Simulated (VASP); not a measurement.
Wanted: the native input for a VASP 6.6.1 run.

```yaml
Task: single point
Functional: PBE
Potentials_or_basis: VASP PAW PBE potentials, release 64 (K_sv, Rh_pv)
Cutoff: 520 eV
k_mesh: 6 × 6 × 4
Occupations: gaussian, width 0.1 eV
Spin: collinear spin, ferromagnetic start
Starting_moments: "[0.0, 1.0] μB"
Dipole_correction: no
Further_INCAR_settings: ALGO = Normal; EDIFF = 1e-06; NBANDS = 23
```

The structure of KRh lies in POSCAR:

```
KRh
1.0
    2.8940573075      0.0000000000      0.0000000000
   -1.4470286537      2.5063271483      0.0000000000
    0.0000000000      0.0000000000      5.7573965070
K Rh
1 1
Direct
    0.0000000000      0.0000000000      0.0000000000
    0.0000000000      0.0000000000      0.5000000000
```

The cell was generated, and may not be a known phase.

The input as run:

INCAR

```
SYSTEM = KRh
PREC = Accurate
ENCUT = 520
EDIFF = 1E-6
ISMEAR = 0
SIGMA = 0.1
LREAL = .False.
LASPH = .True.
NELM = 150
ALGO = Normal
ISIF = 2
LWAVE = .False.
LCHARG = .False.
ISPIN = 2
MAGMOM = 0 1
LORBIT = 11
LMAXMIX = 4
GGA = PE
NBANDS = 23
```

KPOINTS

```
Automatic mesh
0
Gamma
  6 6 4
  0 0 0
```

Potentials or basis: VASP PAW PBE potentials, release 64 (K_sv, Rh_pv).

Run with:

```sh
$ cat potpaw_PBE.64/K_sv/POTCAR potpaw_PBE.64/Rh_pv/POTCAR > POTCAR
$ mpirun -np 1 vasp_std > vasp.out
```

Results of the run:

| Item | Value |
| --- | --- |
| Pressure | 0.1 GPa |
| Net moment | 0.23 μB per cell |
| Site moments | K -0.01; Rh +0.26 μB |
| Valence electrons inside the program's atomic spheres | K 7.68; Rh 13.58 |

Caveat: the k points lie up to 0.42 Å⁻¹ apart; a moment this small can come from the mesh or the smearing.

Wall time 47 s on 1 thread of Oxide Virtual Turin-like Processor, on a shared host, peak memory 0.17 GiB.
